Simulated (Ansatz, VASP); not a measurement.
# C in VASP and in Ansatz

```
C
1.0
     2.10669   -1.21630   -0.01044
     2.10669    1.21630   -0.01044
    -1.38289    0.00000    3.32967
C
2
Cartesian
  3.5112 0.0000 -0.0170
  -0.6807 0.0000 3.3258
```

Change from the starting cell: volume scaled by 0.985, atoms relaxed by PAW.

Alike in both runs: functional LDA; k mesh 10 × 10 × 6; no spin polarisation.

Ansatz relaxed the structure, and its values are those at the end. VASP's run is a single point on that final structure, the one shown.

|  | VASP | Ansatz |
| --- | --- | --- |
| version | VASP 6.6.1 | Ansatz 0.2.0 |
| potentials or method | VASP PAW LDA potentials, release 64 (C) | PAW with Ansatz's default frozen-core files, scalar-relativistic |
| plane-wave cutoff (eV) | 520 | 420 |
| occupations | gaussian, width 0.01 eV | fixed |
| valence electrons in the cell | 8 | 8 |

|  | VASP | Ansatz | Ansatz less VASP |
| --- | --- | --- | --- |
| pressure (GPa) | 5.3 | 4.5 | -0.82 |

LDA's correlation is that of Perdew and Zunger in VASP and of Perdew and Wang (1992) in Ansatz. Ansatz's warnings: stress scf threshold loose.
